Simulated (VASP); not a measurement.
# Nb (Im-3m) in VASP: notebook

Nb is run at these levels: LDA; tasks: single point, relaxation of cell and atoms.

Program: VASP 6.6.1. These are calculated values, not measurements. Logs are shortened: lines on timing, memory, paths and dates and some standing lists are left out, and cuts for length are marked.

### Step 1. The cell of the first run

It takes space group Im-3m (No. 229, cubic). Conventional cell: a = 3.253 Å, b = 3.253 Å, c = 3.253 Å, α = 90.00°, β = 90.00°, γ = 90.00°. Nb (site symmetry m-3m) has 14 Nb at 2.82 to 3.25 Å within 3.7 Å.

### Step 2. Single point, LDA

INCAR

```
ALGO = Normal
EDIFF = 1E-6
ENCUT = 520
GGA = CA
ISIF = 2
ISMEAR = 0
LASPH = T
LCHARG = T
LELF = T
LREAL = F
LVHAR = T
LWAVE = F
NBANDS = 12
NELM = 60
PREC = Accurate
SIGMA = 0.1
```

KPOINTS

```
k-points
0
Gamma
  8 8 8
```

POSCAR

```
Nb
1.0
   -1.6265958826      1.6265958826      1.6265958826
    1.6265958826     -1.6265958826      1.6265958826
    1.6265958826      1.6265958826     -1.6265958826
Nb
1
Direct
    0.0000000000      0.0000000000      0.0000000000
```

Potentials or basis: VASP PAW LDA potentials, release 64 (Nb_sv).

The run is started by

```bash
cat potpaw_LDA.64/Nb_sv/POTCAR > POTCAR
mpirun -np 1 vasp_std > vasp.out
```

OUTCAR:

```text
EDIFF = 1E-6
   ENCUT = 520
   GGA = CA
   ISIF = 2
   ISMEAR = 0
   LASPH = T
   LREAL = F
   NELM = 60
   PREC = Accurate

 ion  position               nearest neighbor table
   1  0.000  0.000  0.000-

  LATTYP: Found a body centered cubic cell.
 ALAT       =     3.2531917652

  Lattice vectors:

 A1 = (  -1.6265958826,   1.6265958826,   1.6265958826)
 A2 = (   1.6265958826,  -1.6265958826,   1.6265958826)
 A3 = (   1.6265958826,   1.6265958826,  -1.6265958826)

Analysis of symmetry for initial positions (statically):
=====================================================================
 Subroutine PRICEL returns:
 Original cell was already a primitive cell.

 Routine SETGRP: Setting up the symmetry group for a
 body centered cubic supercell.

 Subroutine GETGRP returns: Found 48 space group operations
 (whereof 48 operations were pure point group operations)
 out of a pool of 48 trial point group operations.

The static configuration has the point symmetry O_h .

Analysis of symmetry for dynamics (positions and initial velocities):
=====================================================================
 Subroutine PRICEL returns:
 Original cell was already a primitive cell.

 Routine SETGRP: Setting up the symmetry group for a
 body centered cubic supercell.

 Subroutine GETGRP returns: Found 48 space group operations
 (whereof 48 operations were pure point group operations)
 out of a pool of 48 trial point group operations.

The dynamic configuration has the point symmetry O_h .

 Subroutine INISYM returns: Found 48 space group operations
 (whereof 48 operations are pure point group operations),
 and found     1 'primitive' translations

----------------------------------------------------------------------------------------

                                     Primitive cell

  volume of cell :      17.2147

  direct lattice vectors                    reciprocal lattice vectors
    -1.626595883  1.626595883  1.626595883     0.000000000  0.307390425  0.307390425
     1.626595883 -1.626595883  1.626595883     0.307390425  0.000000000  0.307390425
     1.626595883  1.626595883 -1.626595883     0.307390425  0.307390425  0.000000000

  length of vectors
     2.817346712  2.817346712  2.817346712     0.434715708  0.434715708  0.434715708

  position of ions in fractional coordinates (direct lattice)
     0.000000000  0.000000000  0.000000000

  ion indices of the primitive-cell ions
   primitive index   ion index
                 1           1

----------------------------------------------------------------------------------------

 KPOINTS: k-points

Automatic generation of k-mesh.
 Grid dimensions read from file:
 generate k-points for:    8    8    8

 Generating k-lattice:

  Cartesian coordinates                     Fractional coordinates (reciprocal lattice)
     0.000000000  0.038423803  0.038423803     0.125000000  0.000000000  0.000000000
     0.038423803  0.000000000  0.038423803     0.000000000  0.125000000  0.000000000
     0.038423803  0.038423803  0.000000000     0.000000000  0.000000000  0.125000000

  Length of vectors
     0.054339464  0.054339464  0.054339464

  Shift w.r.t. Gamma in fractional coordinates (k-lattice)
     0.000000000  0.000000000  0.000000000

 Subroutine IBZKPT returns following result:
 ===========================================

 Found     29 irreducible k-points:

 Following reciprocal coordinates:
            Coordinates               Weight
  0.000000  0.000000  0.000000      1.000000
  0.125000  0.000000  0.000000     12.000000
  0.250000  0.000000  0.000000     12.000000
  0.375000  0.000000  0.000000     12.000000
  0.500000  0.000000  0.000000      6.000000
  0.125000  0.125000  0.000000     24.000000
[... 16 lines left out ...]
 -0.250000  0.250000  0.250000      6.000000
 -0.375000  0.375000  0.250000     24.000000
 [... further k-points ...]
   k-points           NKPTS =     29   k-points in BZ     NKDIM =     29   number of bands    NBANDS=     12
   number of dos      NEDOS =    301   number of ions     NIONS =      1
   total plane-waves  NPLWV =  13824
   dimension x,y,z NGX =    24 NGY =   24 NGZ =   24
   dimension x,y,z NGXF=    48 NGYF=   48 NGZF=   48
   ions per type =               1
   NGX,Y,Z   is equivalent  to a cutoff of  14.16, 14.16, 14.16 a.u.
   NGXF,Y,Z  is equivalent  to a cutoff of  28.32, 28.32, 28.32 a.u.
 SYSTEM =  unknown system
   PREC   = accura    normal or accurate (medium, high low for compatibility)
   ISTART =      0    job   : 0-new  1-cont  2-samecut
   ICHARG =      2    charge: 1-file 2-atom 10-const
   ISPIN  =      1    spin polarized calculation?
   LNONCOLLINEAR =      F non collinear calculations
   LSORBIT =      F    spin-orbit coupling
   LASPH  =      T    aspherical Exc in radial PAW
   ENCUT  =  520.0 eV  38.22 Ry    6.18 a.u.   5.24  5.24  5.24*2*pi/ulx,y,z
   NELM   =     60;   NELMIN=  2; NELMDL= -5     # of ELM steps
   EDIFF  = 0.1E-05   stopping-criterion for ELM
   LREAL  =      F    real-space projection
   EDIFFG = 0.1E-04   stopping-criterion for IOM
   NSW    =      0    number of steps for IOM
   IBRION =     -1    ionic relax: 0-MD 1-quasi-New 2-CG
   NFREE  =      0    steps in history (QN), initial steepest desc. (CG)
   ISIF   =      2    stress and relaxation
   ISYM   =      2    0-nonsym 1-usesym 2-fastsym
   POTIM  = 0.5000    time-step for ionic-motion
   TEBEG  =    0.0;   TEEND  =   0.0 temperature during run
   PSTRESS=    0.0 pullay stress
   NELECT =      13.0000    total number of electrons
   NUPDOWN=      -1.0000    fix difference up-down
   EMIN   =  10.00;   EMAX   =-10.00  energy-range for DOS
   EFERMI =   0.00;   METHOD = LEGACY
   ISMEAR =     0;   SIGMA  =   0.10  broadening in eV -4-tet -1-fermi 0-gaus
   EFERMI_NEDOS =   21; number of points for ismear=-14 and -15
   IALGO  =     38    algorithm
   IMIX   =      4    mixing-type and parameters
     AMIX     =   0.40;   BMIX     =  1.00
     AMIX_MAG =   1.60;   BMIX_MAG =  1.00
  volume/ion in A,a.u.               =      17.21       116.17
  Fermi-wavevector in a.u.,A,eV,Ry     =   1.490812  2.817227 30.239236  2.222521
  Thomas-Fermi vector in A             =   2.603547
   LORBIT       =      0    0 simple, 1 ext, 2 COOP (PROOUT), +10 PAW based schemes
   GGA     = CA    functional components
   LHFCALC =     F    Hartree Fock is set to
   AEXX    =    0.0000 exact exchange contribution
   IVDW    =     0    specifies the selected vdW correction
   LEPSILON=     F    determine dielectric tensor
   LRPA    =     F    only Hartree local field effects (RPA)
 non-spin polarized calculation
 Gauss-broadening in eV      SIGMA  =   0.10
  energy-cutoff  :      520.00
  volume of cell :       17.21
 maximum number of plane-waves:       476
 NGX is ok and might be reduce to    24
   NGX = 11   NGY = 11   NGZ = 11

 number of electron      13.0000001 magnetization

 Free energy of the ion-electron system (eV)
  ---------------------------------------------------
  ext. energy  EPLUGINS =         0.00000000
  ---------------------------------------------------
  free energy    TOTEN  =       -11.27950351 eV

  energy without entropy =      -11.27235836  energy(sigma->0) =      -11.27593093

 E-fermi :  11.4960     XC(G=0): -12.9536

 val. band max:       11.4889506594   @ k =   0.3750   0.2500   0.0000
 cond. band min:      11.5089265784   @ k =   0.2500   0.0000   0.0000
 fundamental gap:      0.0199759190
 Fermi energy:        11.4960253649

 k-point     1 :       0.0000    0.0000    0.0000
  band No.  band energies     occupation
      1     -42.4153      2.00000
      2     -17.7558      2.00000
      3     -17.7558      2.00000
      4     -17.7558      2.00000
      5       5.6336      2.00000
      6      11.9385      0.00000
      7      11.9385      0.00000
      8      11.9385      0.00000
      9      14.9987      0.00000
     10      14.9987      0.00000
     11      25.9980      0.00000
     12      25.9980      0.00000

 k-point     2 :       0.1250    0.0000    0.0000
  band No.  band energies     occupation
      1     -42.3723      2.00000
      2     -18.0052      2.00000
      3     -17.8311      2.00000
      4     -17.7582      2.00000
      5       6.2856      2.00000
      6      11.5448      0.49059
      7      11.8063      0.00001
      8      12.5888      0.00000
      9      14.5112      0.00000
     10      15.0082      0.00000
     11      26.4823      0.00000
     12      27.1418      0.00000

 k-point     3 :       0.2500    0.0000    0.0000
  band No.  band energies     occupation
      1     -42.2670      2.00000
      2     -18.5794      2.00000
      3     -18.0087      2.00000
      4     -17.7642      2.00000
      5       7.6148      2.00000
      6      10.7321      2.00000
      7      11.5089      0.85523
      8      14.4081      0.00000
      9      14.4600      0.00000
     10      15.1584      0.00000
     11      26.2719      0.00000
     12      28.1554      0.00000
[... 286 lines left out ...]
 k-point    23 :      -0.2500    0.2500    0.2500
  band No.  band energies     occupation
      1     -42.1407      2.00000
      2     -18.6130      2.00000
      3     -18.2851      2.00000
      4     -18.2851      2.00000
      5       9.1581      2.00000
      6      10.3772      2.00000
      7      12.5968      0.00000
      8      12.5968      0.00000
      9      14.2118      0.00000
     10      16.6060      0.00000
     11      26.6232      0.00000
     12      30.4821      0.00000

 k-point    24 :      -0.3750    0.3750    0.2500
  band No.  band energies     occupation
      1     -42.0495      2.00000
      2     -18.9287      2.00000
      3     -18.4724      2.00000
      4     -18.3348      2.00000
      5       9.0988      2.00000
      6       9.6551      2.00000
      7      12.5914      0.00000
      8      13.3909      0.00000
      9      16.3147      0.00000
     10      17.7891      0.00000
     11      26.0156      0.00000
     12      27.9533      0.00000

 [... further k-points ...]

------------------------ aborting loop because EDIFF is reached ----------------------------------------

  FORCE on cell =-STRESS in cart. coord.  units (eV):
  Direction    XX          YY          ZZ          XY          YZ          ZX
  --------------------------------------------------------------------------------------
  -------------------------------------------------------------------------------------
  Total       -0.0159596     -0.0159596     -0.0159596     -0.0000000      0.0000000     -0.0000000
  in kB       -1.4853660     -1.4853660     -1.4853660     -0.0000000      0.0000000     -0.0000000
  external PRESSURE =      -1.4853660 kB  Pullay stress =       0.0000000 kB

 VOLUME and BASIS-vectors are now :
 -----------------------------------------------------------------------------
  energy-cutoff  :      520.00
  volume of cell :       17.21
      direct lattice vectors                 reciprocal lattice vectors
    -1.626595883  1.626595883  1.626595883     0.000000000  0.307390425  0.307390425
     1.626595883 -1.626595883  1.626595883     0.307390425  0.000000000  0.307390425
     1.626595883  1.626595883 -1.626595883     0.307390425  0.307390425  0.000000000

 POSITION                                       TOTAL-FORCE (eV/Angst)
 -----------------------------------------------------------------------------------
      0.00000      0.00000      0.00000         0.000000     -0.000000     -0.000000
 -----------------------------------------------------------------------------------
    total drift:                               -0.000000      0.000000      0.000000

  FREE ENERGIE OF THE ION-ELECTRON SYSTEM (eV)
  ---------------------------------------------------
  free  energy   TOTEN  =       -11.2795035094 eV

  energy  without entropy=      -11.2723583570  energy(sigma->0) =      -11.27593093
```

Wall time 3.7 s (1 thread of Intel Xeon 6975P-C (Granite Rapids), shared host); peak memory 0.12 GiB.

Results:

```yaml
Free_energy: -11.2795 eV
Pressure: -0.1 GPa
```

### Step 3. Relaxation of cell and atoms, LDA

This run uses another cell than the first one, of 18.26 Å³/atom, 1.061 times its volume.

INCAR

```
SYSTEM = Nb
ALGO = Normal
EDIFF = 1E-6
EDIFFG = -0.05
ENCUT = 600
GGA = CA
IBRION = 2
ISIF = 3
ISMEAR = 0
LASPH = .TRUE.
LCHARG = .FALSE.
LREAL = .FALSE.
LWAVE = .FALSE.
NELM = 80
NSW = 100
PREC = Accurate
SIGMA = 0.1
```

KPOINTS

```
k-points
0
G
  8 8 8
  0 0 0
```

POSCAR

```
Nb
1.0
   -1.6588161900      1.6588161900      1.6588161900
    1.6588161900     -1.6588161900      1.6588161900
    1.6588161900      1.6588161900     -1.6588161900
Nb
1
Direct
    0.0000000000      0.0000000000      0.0000000000
```

Potentials or basis: VASP PAW LDA potentials, release 64 (Nb_sv).

The run is started by

```bash
cat potpaw_LDA.64/Nb_sv/POTCAR > POTCAR
mpirun -np 1 vasp_std > vasp.out
```

Run time: 6.1 s. Hardware: 1 thread of Intel Xeon 6975P-C (Granite Rapids), shared host; peak memory 0.13 GiB.

Results (log left out):

| Quantity | Value |
| --- | --- |
| Free energy | -11.2801 eV |
| Relaxed volume | 17.25 Å³/atom |
| Relaxed cell | a = 2.819 Å, b = 2.819 Å, c = 2.819 Å, α = 109.47°, β = 109.47°, γ = 109.47° |
| Space group after relaxing (to 0.05 Å) | Im-3m (No. 229) |
| Energy gained by relaxing | 36.1 meV/atom |
| Ionic steps | 3 |
| Pressure after relaxing | -0.4 GPa |

The path:
```
step  energy change (eV)  largest force (eV/Å)  pressure (GPa)  volume (Å³)
   1              0.0000                0.0000          -10.52        18.26
   2              0.1281                0.0000           30.03        15.27
   3             -0.0361                0.0000           -0.44        17.25
```

Final structure:
```
Nb
1.0
    -1.62759    1.62759    1.62759
     1.62759   -1.62759    1.62759
     1.62759    1.62759   -1.62759
Nb
1
Direct
  0.00000 0.00000 0.00000
```

Levels at points of the mesh, in eV from the Fermi level:
```csv
k point,band 2,band 3,band 4,band 5,band 6,band 7,band 8,band 9,band 10
"(0.00, 0.00, 0.00)",-29.26,-29.26,-29.26,-5.86,0.44,0.44,0.44,3.50,3.50
"(0.50, 0.00, 0.00)",-30.83,-29.75,-29.28,-3.79,-1.69,2.71,3.55,4.27,6.87
"(0.50, 0.50, 0.50)",-30.33,-30.33,-30.33,-3.86,-3.86,6.03,6.03,6.03,9.59
```
